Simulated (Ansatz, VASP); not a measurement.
## B5N in VASP and in Ansatz

Contents of INCAR:

```
PREC     = Accurate       # precision mode
ENCUT    = 520            # plane-wave cutoff, eV
EDIFF    = 1E-6           # SCF threshold, eV
ISMEAR   = 0              # smearing method
SIGMA    = 0.1            # smearing width, eV
LREAL    = False          # projectors in reciprocal space
LASPH    = True           # aspherical terms in the spheres
NELM     = 150            # most SCF steps
ALGO     = Normal         # electronic algorithm
ISIF     = 2              # what is computed and relaxed
LWAVE    = False          # write WAVECAR
LCHARG   = False          # write CHGCAR
ISPIN    = 2              # spin polarisation
MAGMOM   = 0 0 0 0 0 1    # initial moments
LORBIT   = 11             # projections on sites
GGA      = PE             # functional
NBANDS   = 23             # bands
```

File KPOINTS:

```
regular mesh
0
Gamma
  6 6 6
```

POSCAR

```
B5N
1.0
    0.0000000000      2.9075085300      2.9075085300
    2.9075085300      0.0000000000      2.9075085300
    2.9075085300      2.9075085300      0.0000000000
B N
5 1
Direct
    0.6247520300      0.1257439000      0.6247520300
    0.2500000000      0.2500000000      0.2500000000
    0.1257439000      0.6247520300      0.6247520300
    0.6247520300      0.6247520300      0.6247520300
    0.6247520300      0.6247520300      0.1257439000
    0.0000000000      0.0000000000      0.0000000000
```

Input for Ansatz:

```yaml
crystal:
  lattice:
    - [0.0, 2.90750853, 2.90750853]
    - [2.90750853, 0.0, 2.90750853]
    - [2.90750853, 2.90750853, 0.0]
  atoms:
    - { symbol: B, position: [0.62475203, 0.1257439, 0.62475203] }
    - { symbol: B, position: [0.25, 0.25, 0.25] }
    - { symbol: B, position: [0.1257439, 0.62475203, 0.62475203] }
    - { symbol: B, position: [0.62475203, 0.62475203, 0.62475203] }
    - { symbol: B, position: [0.62475203, 0.62475203, 0.1257439] }
    - { symbol: "N", position: [0.0, 0.0, 0.0], spin: 1.0 }
basis:
  ecutwfc: 420
kpoints:
  mp_grid: { grid: [6, 6, 6] }
hamiltonian:
  xc: pbe
scf:
  occupations: { method: gaussian, width: 0.1 }
  lower_state_search: "off"
output:
  forces: true
  stress: true
  eigenvalues: true
  populations: true
magnetization:
  spin_polarized: true
```

Change from the starting cell: species swapped into the Be5Au type (F-43m, No. 216).

Alike in both runs: task single point; functional PBE; k mesh 6 × 6 × 6; occupations gaussian, width 0.1 eV; collinear spin.

|  | VASP | Ansatz |
| --- | --- | --- |
| version | VASP 6.6.1 | Ansatz 0.2.0 |
| potentials or method | VASP PAW PBE potentials, release 64 (B, N), cutoff 520 eV | scalar-relativistic, plane waves, PAW |
| valence electrons in the cell | 20 | 20 |

```tsv
	VASP	Ansatz	Ansatz less VASP
gap on the k mesh at the Fermi level (eV)	none	none	-
rms of the force components (eV/Å)	0.022	0.022	+0.0002
net moment per atom (μB)	0.07	0.07	0.000
size of the moment on the site where the two differ most (μB)	0.19	0.24	+0.045
```

Site moments also hang on the region over which each program counts them. Atom by atom the forces differ by 0.000 eV/Å (rms over components). A gap of «none» marks a metal or a gap that the smearing closes.
